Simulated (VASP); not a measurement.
# Se (P3_121) in VASP: a series of runs, part 2 of 2

VASP 6.6.1.

### Step 4. Single point, revPBE

This run uses another cell than the first one, of 28.35 Å³/atom.

File INCAR:

```
SYSTEM = Se
  PREC = Accurate
  ENCUT = 520
  EDIFF = 1E-7
  ISMEAR = -1
  SIGMA = 0.05
  LREAL = .FALSE.
  LASPH = .TRUE.
  NELM = 80
  ALGO = Normal
  ISIF = 2
  LWAVE = .FALSE.
  LCHARG = .TRUE.
  GGA = RE
  LELF = .TRUE.
  LVHAR = .TRUE.
  NBANDS = 16
```

File KPOINTS:

```
Automatic mesh
0
G
  7 7 6
  0 0 0
```

File POSCAR:

```
Se
1.0
    4.4236565890      0.0000000000      0.0000000000
   -2.2118282945      3.8309989837      0.0000000000
    0.0000000000      0.0000000000      5.0187864228
Se
3
Direct
    0.7746000000      0.7746000000      0.0000000000
    0.0000000000      0.2254000000      0.6666666667
    0.2254000000      0.0000000000      0.3333333333
```

Command:

```sh
> cat potpaw_PBE.64/Se/POTCAR > POTCAR
> mpirun -np 1 vasp_std > vasp.out
```

Run time: 92 s. Hardware: 1 thread of Intel Xeon 8259CL, shared host; peak memory 0.23 GiB.

It converged, with:

| Item | Value |
| --- | --- |
| Free energy | -9.6357 eV |
| Pressure | 1.8 GPa |
| Largest force | 0.021 eV/Å |
| Band gap on the k mesh | 1.21 eV (least direct gap 1.45 eV) |

Forces on the atoms (eV/Å):
```
Se  -0.010 -0.018  0.000
Se  -0.010  0.018  0.000
Se   0.021  0.000  0.000
```

Stress tensor (GPa, compression positive):
```
1.70 0.00 0.00
0.00 1.70 0.00
0.00 0.00 2.16
```

Levels at points of the mesh, in eV from the valence-band top:
```csv
k point,band 6,band 7,band 8,band 9,band 10,band 11,band 12,band 13
"(0.00, 0.00, 0.00)",-3.54,-1.89,-1.89,-0.36,1.87,1.87,2.19,6.28
"(0.00, 0.00, 0.50)",-3.24,-1.41,-1.41,-1.04,1.30,1.30,1.31,6.45
```

Caveat: the PAW data sets were made with another functional, which shifts forces and pressure a little.

### Step 5. Single point, revPBE

This run uses another cell than the first one, of 28.90 Å³/atom.

File INCAR:

```
PREC = Accurate ; ENCUT = 520
EDIFF = 1E-6 ; ISMEAR = -1
SIGMA = 0.05 ; LREAL = False
LASPH = True ; NELM = 100
ALGO = Normal ; ISIF = 2
LWAVE = False ; LCHARG = True
GGA = RE ; LELF = True
LVHAR = True ; NBANDS = 16
```

File KPOINTS:

```
Automatic mesh
0
Gamma
  7 7 6
```

File POSCAR:

```
Se
1.0
    4.4518335053      0.0000000000      0.0000000000
   -2.2259167526      3.8554009090      0.0000000000
    0.0000000000      0.0000000000      5.0507540772
Se
3
Direct
    0.7746000000      0.7746000000      0.0000000000
    0.0000000000      0.2254000000      0.6666666667
    0.2254000000      0.0000000000      0.3333333333
```

Potentials or basis: VASP PAW PBE potentials, release 64 (Se).

Command:

```sh
> cat potpaw_PBE.64/Se/POTCAR > POTCAR
> mpirun -np 1 vasp_std > vasp.out
```

OUTCAR:

```text
PREC = Accurate
   ENCUT = 520
   EDIFF = 1E-6
   ISMEAR = -1
   LREAL = False
   LASPH = True
   NELM = 100
   ISIF = 2
   GGA = RE

 ion  position               nearest neighbor table
   1  0.775  0.775  0.000-   2 2.42   3 2.42
   2  0.000  0.225  0.667-   1 2.42   3 2.42
   3  0.225  0.000  0.333-   1 2.42   2 2.42

  LATTYP: Found a hexagonal cell.
 ALAT       =     4.4518335053
 C/A-ratio  =     1.1345334616

  Lattice vectors:

 A1 = (   4.4518335053,   0.0000000000,   0.0000000000)
 A2 = (  -2.2259167526,   3.8554009090,   0.0000000000)
 A3 = (   0.0000000000,   0.0000000000,   5.0507540772)

Analysis of symmetry for initial positions (statically):
=====================================================================
 Subroutine PRICEL returns:
 Original cell was already a primitive cell.

 Routine SETGRP: Setting up the symmetry group for a
 hexagonal supercell.

 Subroutine GETGRP returns: Found  6 space group operations
 (whereof  2 operations were pure point group operations)
 out of a pool of 24 trial point group operations.

The static configuration has the point symmetry C_2 .
 The point group associated with its full space group is D_3 .

Analysis of symmetry for dynamics (positions and initial velocities):
=====================================================================
 Subroutine PRICEL returns:
 Original cell was already a primitive cell.

 Routine SETGRP: Setting up the symmetry group for a
 hexagonal supercell.

 Subroutine GETGRP returns: Found  6 space group operations
 (whereof  2 operations were pure point group operations)
 out of a pool of 24 trial point group operations.

The dynamic configuration has the point symmetry C_2 .
[... 111 lines left out ...]
   TEBEG  =    0.0;   TEEND  =   0.0 temperature during run
   PSTRESS=    0.0 pullay stress
   NELECT =      18.0000    total number of electrons
   NUPDOWN=      -1.0000    fix difference up-down
   EMIN   =  10.00;   EMAX   =-10.00  energy-range for DOS
   EFERMI =   0.00;   METHOD = LEGACY
   ISMEAR =    -1;   SIGMA  =   0.05  broadening in eV -4-tet -1-fermi 0-gaus
   EFERMI_NEDOS =   21; number of points for ismear=-14 and -15
   IALGO  =     38    algorithm
   IMIX   =      4    mixing-type and parameters
     AMIX     =   0.40;   BMIX     =  1.00
     AMIX_MAG =   1.60;   BMIX_MAG =  1.00
  volume/ion in A,a.u.               =      28.90       195.00
  Fermi-wavevector in a.u.,A,eV,Ry     =   0.969417  1.831933 12.786346  0.939770
  Thomas-Fermi vector in A             =   2.099468
   LORBIT       =      0    0 simple, 1 ext, 2 COOP (PROOUT), +10 PAW based schemes
   GGA     = RE    functional components
   LHFCALC =     F    Hartree Fock is set to
   AEXX    =    0.0000 exact exchange contribution
   IVDW    =     0    specifies the selected vdW correction
   LEPSILON=     F    determine dielectric tensor
   LRPA    =     F    only Hartree local field effects (RPA)
 non-spin polarized calculation
  energy-cutoff  :      520.00
  volume of cell :       86.69
 maximum number of plane-waves:      2353
 NGX is ok and might be reduce to    36
   NGX = 17   NGY = 17   NGZ = 19

 number of electron      17.9999999 magnetization

 Free energy of the ion-electron system (eV)
  ---------------------------------------------------
  ext. energy  EPLUGINS =         0.00000000
  ---------------------------------------------------
  free energy    TOTEN  =        -9.64944241 eV

  energy without entropy =       -9.64944199  energy(sigma->0) =       -9.64944220

 E-fermi :   2.7539     XC(G=0):  -8.4328

 val. band max:        2.1570130194   @ k =   0.4286   0.1429   0.5000
 cond. band min:       3.3463549129   @ k =   0.2857   0.2857   0.5000
 fundamental gap:      1.1893418935
 Fermi energy:         2.7539131279

 k-point     1 :       0.0000    0.0000    0.0000
  band No.  band energies     occupation
      1     -13.1852      2.00000
      2      -9.3888      2.00000
      3      -9.3888      2.00000
      4      -1.4847      2.00000
      5      -1.4847      2.00000
      6      -1.2954      2.00000
[... 433 lines left out ...]
      3      -8.1759      2.00000
      4      -2.6543      2.00000
      5      -1.9576      2.00000
      6      -1.1866      2.00000
[... 8 lines left out ...]
     15       9.9173      0.00000
     16      10.5082      0.00000

 [... further k-points ...]
[... 5 lines left out ...]
  --------------------------------------------------------------------------------------
  -------------------------------------------------------------------------------------
  Total        0.4829975      0.4829975      0.4365154      0.0000000      0.0000000     -0.0000000
  in kB        8.9266972      8.9266972      8.0676209      0.0000000      0.0000000     -0.0000000
  external PRESSURE =       8.6403385 kB  Pullay stress =       0.0000000 kB

 VOLUME and BASIS-vectors are now :
 -----------------------------------------------------------------------------
  energy-cutoff  :      520.00
  volume of cell :       86.69
      direct lattice vectors                 reciprocal lattice vectors
     4.451833505  0.000000000  0.000000000     0.224626550  0.129688199  0.000000000
    -2.225916753  3.855400909  0.000000000     0.000000000  0.259376398  0.000000000
     0.000000000  0.000000000  5.050754077     0.000000000  0.000000000  0.197990238

 POSITION                                       TOTAL-FORCE (eV/Angst)
 -----------------------------------------------------------------------------------
      1.72420      2.98639      0.00000         0.079100      0.137004      0.000000
     -0.50172      0.86901      3.36717         0.079100     -0.137004      0.000000
      1.00344      0.00000      1.68358        -0.158199     -0.000000     -0.000000
 -----------------------------------------------------------------------------------
    total drift:                                0.000000      0.000001      0.000000

  FREE ENERGIE OF THE ION-ELECTRON SYSTEM (eV)
  ---------------------------------------------------
  free  energy   TOTEN  =        -9.6494424070 eV

  energy  without entropy=       -9.6494419871  energy(sigma->0) =       -9.64944220
```

OSZICAR:

```text
N       E                     dE             d eps       ncg     rms          rms(c)
DAV:   1     0.837741949209E+02    0.83774E+02   -0.70961E+03  1280   0.928E+02
DAV:   2    -0.413691662633E+01   -0.87911E+02   -0.83342E+02  1680   0.153E+02
DAV:   3    -0.967022207351E+01   -0.55333E+01   -0.55142E+01  1608   0.437E+01
DAV:   4    -0.971214317573E+01   -0.41921E-01   -0.41915E-01  1696   0.449E+00
DAV:   5    -0.971245389861E+01   -0.31072E-03   -0.31072E-03  1624   0.385E-01    0.649E+00
DAV:   6    -0.966360321763E+01    0.48851E-01   -0.34476E-02  1624   0.119E+00    0.402E+00
DAV:   7    -0.964930513588E+01    0.14298E-01   -0.73157E-02  1632   0.173E+00    0.190E-01
DAV:   8    -0.964906190067E+01    0.24324E-03   -0.88767E-03  1488   0.566E-01    0.100E-01
DAV:   9    -0.964932319585E+01   -0.26130E-03   -0.35112E-04  1776   0.123E-01    0.325E-02
DAV:  10    -0.964943054756E+01   -0.10735E-03   -0.13445E-04  1504   0.745E-02    0.843E-03
DAV:  11    -0.964944126041E+01   -0.10713E-04   -0.18500E-05  1776   0.262E-02    0.413E-03
DAV:  12    -0.964944233073E+01   -0.10703E-05   -0.37846E-06  1528   0.124E-02    0.239E-03
DAV:  13    -0.964944240699E+01   -0.76257E-07   -0.44122E-07  1448   0.416E-03
   1 F= -.96494424E+01 E0= -.96494422E+01  d E =-.419879E-06
```

stdout:

```text
POSCAR found type information on POSCAR Se
 POSCAR found :  1 types and       3 ions
 scaLAPACK will be used
 -----------------------------------------------------------------------------
|                                                                             |
|                                                                             |
|     You enforced a specific xc type in the INCAR file but a different       |
|     I HOPE YOU KNOW WHAT YOU ARE DOING!                                     |
|                                                                             |
 -----------------------------------------------------------------------------

 LDA part: xc-table for (Slater+PW92), standard interpolation
 POSCAR, INCAR and KPOINTS ok, starting setup
 FFT: planning ... GRIDC
 FFT: planning ... GRID_SOFT
 FFT: planning ... GRID
 WAVECAR not read
 entering main loop
```

Wall time 97 s (1 thread of Intel Xeon 8259CL, shared host); peak memory 0.23 GiB.

Results:

```yaml
Free_energy: -9.6494 eV
Pressure: 0.9 GPa
Largest_force: 0.158 eV/Å
Band_gap_on_the_k_mesh: 1.19 eV (least direct gap 1.43 eV)
```

Forces on the atoms (eV/Å):
```
Se   0.079  0.137  0.000
Se   0.079 -0.137  0.000
Se  -0.158  0.000  0.000
```

Caveat: the PAW data sets were made with another functional, which shifts forces and pressure a little. As with any semilocal functional, this revPBE gap is likely too small.

### Step 6. The runs side by side

```csv
cell,gap on the mesh (eV),pressure (GPa),largest force (eV/Å)
"a = 4.337, b = 4.337, c = 4.920 Å, angles 90.0, 90.0, 120.0°, 3 atoms",1.25,5.5,0.64
"a = 4.395, b = 4.395, c = 4.986 Å, angles 90.0, 90.0, 120.0°, 3 atoms",1.23,2.9,0.21
"a = 4.424, b = 4.424, c = 5.019 Å, angles 90.0, 90.0, 120.0°, 3 atoms",1.21,1.8,0.02
"a = 4.452, b = 4.452, c = 5.051 Å, angles 90.0, 90.0, 120.0°, 3 atoms",1.19,0.9,0.16
```

Alike in all rows: task single point; level revPBE; potentials or basis VASP PAW PBE potentials, release 64 (Se); no spin polarisation; k mesh 7 × 7 × 6; cutoff (eV) 520; smearing fermi-dirac 0.05 eV.

Caveats: the PAW data sets were made with another functional, which shifts forces and pressure a little; the cell stands under pressure (at least some runs).

Total energies depend on the potentials used, so only differences within one code and one set of settings carry meaning.
